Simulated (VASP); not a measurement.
Ru: relaxation of shape and atoms at fixed volume with PBE

Crystal: Ru.

```
Ru
1.0
     2.74696    0.00000    0.00000
    -1.37348    2.37894    0.00000
     0.00000    0.00000    4.33931
Ru
2
Direct
  0.33333 0.66667 0.25000
  0.66667 0.33333 0.75000
```

This cell differs from its parent crystal: volume scaled by 1.03.

| Property | Result |
| --- | --- |
| Program | VASP 6.6.1 |
| Task | relaxation of shape and atoms at fixed volume |
| Functional | PBE |
| Potentials or basis | VASP PAW PBE potentials, release 64 (Ru_pv) |
| Cutoff | 600 eV |
| k mesh | 18 × 18 × 10 |
| Occupations | gaussian, width 0.1 eV |
| Spin | no spin polarisation |
| Dipole correction | no |
| Further INCAR settings | ALGO = Fast; EDIFF = 1e-06; IBRION = 2; EDIFFG = -0.01; NSW = 50; ISIF = 4 |

```yaml
Energy_gained_by_relaxing: 0.0 meV/atom
Ionic_steps: 3
Pressure_after_relaxing: -8.7 GPa
Band_gap_on_the_k_mesh: zero (band 14 reaches 13.46 eV, above the bottom of band 15 at 10.53 eV)
```

Final structure:
```
Ru
1.0
     2.74826    0.00000    0.00000
    -1.37413    2.38006    0.00000
     0.00000    0.00000    4.33521
Ru
2
Direct
  0.33333 0.66667 0.25000
  0.66667 0.33333 0.75000
```

Levels at points of the mesh, in eV from the Fermi level:
| k point | band 12 | band 13 | band 14 | band 15 | band 16 | band 17 |
| --- | --- | --- | --- | --- | --- | --- |
| (0.00, 0.00, 0.00) | -1.78 | -1.78 | -1.32 | -1.32 | 1.11 | 1.11 |
| (0.50, 0.00, 0.00) | -1.72 | -1.41 | 1.31 | 1.70 | 1.80 | 3.83 |
| (0.00, 0.00, 0.50) | -2.59 | -2.55 | -2.55 | 0.51 | 0.51 | 0.51 |
| (0.50, 0.00, 0.50) | -0.99 | 0.43 | 0.43 | 1.55 | 1.55 | 3.24 |

It took 120 s on 1 thread of Intel Xeon 6975P-C, on a shared host, peak memory 0.24 GiB.
